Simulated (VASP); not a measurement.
Here is a VASP 6.6.1 calculation.

INCAR

```
ALGO = Normal
EDIFF = 1E-6
ENCUT = 520
GGA = PE
ISIF = 2
ISMEAR = 0
LASPH = True
LCHARG = False
LREAL = False
LWAVE = False
NBANDS = 34
NELM = 60
PREC = Accurate
SIGMA = 0.1
```

File KPOINTS:

```
k-points
0
Gamma
  4 4 2
```

POSCAR

```
In2SbSe3
1.0
    4.3851837600      0.0000000000      0.0000000000
    0.0000000000      4.3851837600      0.0000000000
    0.0000000000      0.0000000000      8.7774167000
In Sb Se
2 1 3
Direct
    0.0000000000      0.5000000000      0.0000000000
    0.5000000000      0.0000000000      0.0000000000
    0.5000000000      0.5000000000      0.0000000000
    0.5000000000      0.5000000000      0.2490569100
    0.5000000000      0.5000000000      0.7509430900
    0.0000000000      0.0000000000      0.5000000000
```

Potentials or basis: VASP PAW PBE potentials, release 64 (In_d, Sb, Se).

Command:

```bash
$ cat potpaw_PBE.64/In_d/POTCAR potpaw_PBE.64/Sb/POTCAR potpaw_PBE.64/Se/POTCAR > POTCAR
$ mpirun -np 1 vasp_std > vasp.out
```

**Question.** What does it give for the largest force?

**Answer.** 10.548 eV/Å.

**Question.** Estimate the band gap on the k mesh.

**Answer.** Zero (an odd number of electrons rules out a gap without spin polarisation).

**Question.** What does it give for the pressure?

**Answer.** 48.1 GPa.

Stress tensor (GPa, compression positive):
```
52.34  0.00  0.00
 0.00 52.34  0.00
 0.00  0.00 39.76
```

Caveat: the stress differs along the axes, from 40 to 52 GPa; spin-orbit coupling is left out, which moves the levels of the heavy elements; forces of over 1 eV/Å act on the atoms, so gaps and moduli don't describe the material at rest.
